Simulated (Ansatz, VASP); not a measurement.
Ru in VASP and in Ansatz

INCAR

```
  PREC = Accurate
  ENCUT = 520
  EDIFF = 1E-6
  ISMEAR = -5
  SIGMA = 0.1
  LREAL = False
  LASPH = True
  NELM = 80
  ALGO = Normal
  ISIF = 2
  LWAVE = False
  LCHARG = False
  GGA = PE
  NBANDS = 21
```

Contents of KPOINTS:

```
regular mesh
0
Gamma
  3 3 2
```

The input POSCAR:

```
Ru
1.0
    2.7078263433      0.0000000000      0.0000000000
   -1.3539131716      2.3450464023      0.0000000000
    0.0000000000      0.0000000000      4.2681017800
Ru
2
Direct
    0.3333333333      0.6666666667      0.2500000000
    0.7093097461      0.4186194922      0.7500000000
```

Input for Ansatz:

```yaml
crystal:
  lattice:
    - [2.7078263433, 0.0, 0.0]
    - [-1.3539131716, 2.3450464023, 0.0]
    - [0.0, 0.0, 4.26810178]
  atoms:
    - { symbol: Ru, position: [0.3333333333, 0.6666666667, 0.25] }
    - { symbol: Ru, position: [0.7093097461, 0.4186194922, 0.75] }
basis:
  ecutwfc: 420
kpoints:
  mp_grid: { grid: [3, 3, 2] }
hamiltonian:
  xc: pbe
scf:
  occupations: { method: tetrahedron }
  max_iter: 300
output:
  forces: true
  stress: true
  eigenvalues: true
```

Alike in both runs: task single point; functional PBE; k mesh 3 × 3 × 2; occupations tetrahedron; no spin polarisation.

|  | VASP | Ansatz |
| --- | --- | --- |
| version | VASP 6.6.1 | Ansatz 0.2.0 |
| potentials or method | VASP PAW PBE potentials, release 64 (Ru_pv), cutoff 520 eV | scalar-relativistic, plane waves, PAW |
| valence electrons in the cell | 28 | 32 |

VASP gave:

| Property | Result |
| --- | --- |
| gap on the k mesh at the Fermi level (eV) | none |
| pressure (GPa) | 15.3 |
| traceless stress, the component that is largest in VASP (GPa) | -28.17 |
| rms of the force components (eV/Å) | 1.205 |

Task: What did Ansatz give for the same quantities?

Result: gap on the k mesh at the Fermi level (eV): none; pressure (GPa): 16.2; traceless stress, the component that is largest in VASP (GPa): -24.87; rms of the force components (eV/Å): 1.190.

Atom by atom the forces differ by 0.015 eV/Å (rms over components). A gap of «none» marks a metal or a gap that the smearing closes. VASP's potentials hold 28 valence electrons a cell and Ansatz's 32, so a difference there can come from the potentials and not from the codes. Ansatz's warnings: band table not solved further, tetrahedron derivatives may miss energy slope.

The k mesh is coarse, so the values compare programs but aren't converged.
